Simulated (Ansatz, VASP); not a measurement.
## Lu3HfBe4 in VASP and in Ansatz

```
CELL_PARAMETERS angstrom
-3.26506 3.26506 3.26506
3.26506 -3.26506 3.26506
3.26506 3.26506 -3.26506
ATOMIC_POSITIONS crystal
Lu 0.00000 0.50000 0.50000
Lu 0.50000 0.00000 0.50000
Lu 0.50000 0.50000 0.00000
Hf 0.00000 0.00000 0.00000
Be 0.50000 0.50000 0.50000
Be 0.00000 0.00000 0.50000
Be 0.00000 0.50000 0.00000
Be 0.50000 0.00000 0.00000
```

Alike in both runs: functional PBE; k mesh 4 × 4 × 4; occupations gaussian, width 0.2 eV; no spin polarisation.

Ansatz relaxed the structure, and its values are those at the end. VASP's run is a single point on that final structure, the one shown.

|  | VASP | Ansatz |
| --- | --- | --- |
| version | VASP 6.6.1 | Ansatz 0.2.0 |
| potentials or method | VASP PAW PBE potentials, release 64 (Lu, Hf_pv, Be), cutoff 520 eV | scalar-relativistic, plane waves, PAW |
| valence electrons in the cell | 93 | 109 |

```csv
,VASP,Ansatz,Ansatz less VASP
gap on the k mesh at the Fermi level (eV),none,none,-
pressure (GPa),-0.1,-0.2,-0.09
```

A gap of «none» marks a metal or a gap that the smearing closes. VASP's potentials hold 93 valence electrons a cell and Ansatz's 109, so a difference there can come from the potentials and not from the codes.

Neither program's run includes spin-orbit coupling.
